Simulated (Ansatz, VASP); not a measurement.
One calculation of Li, two programs

```
CELL_PARAMETERS angstrom
0.00000 2.26806 2.20200
2.26806 0.00000 2.20200
2.26806 2.26806 0.00000
ATOMIC_POSITIONS crystal
Li 0.00000 0.00000 0.00000
```

Change from the starting cell: equal xx and yy strain of +3 %, PAW files.

Alike in both runs: task electric field gradients; functional PBE; k mesh 13 × 13 × 13; occupations fermi-dirac, width 0.08 eV; no spin polarisation.

|  | VASP | Ansatz |
| --- | --- | --- |
| version | VASP 6.6.1 | Ansatz 0.2.0 |
| potentials or method | VASP PAW PBE potentials, release 64 (Li_sv) | PAW with Ansatz's default frozen-core files, scalar-relativistic |
| plane-wave cutoff (eV) | 650 | 420 |
| valence electrons in the cell | 3 | 3 |

|  | VASP | Ansatz | Ansatz less VASP |
| --- | --- | --- | --- |
| pressure (GPa) | -1.4 | -1.3 | +0.16 |
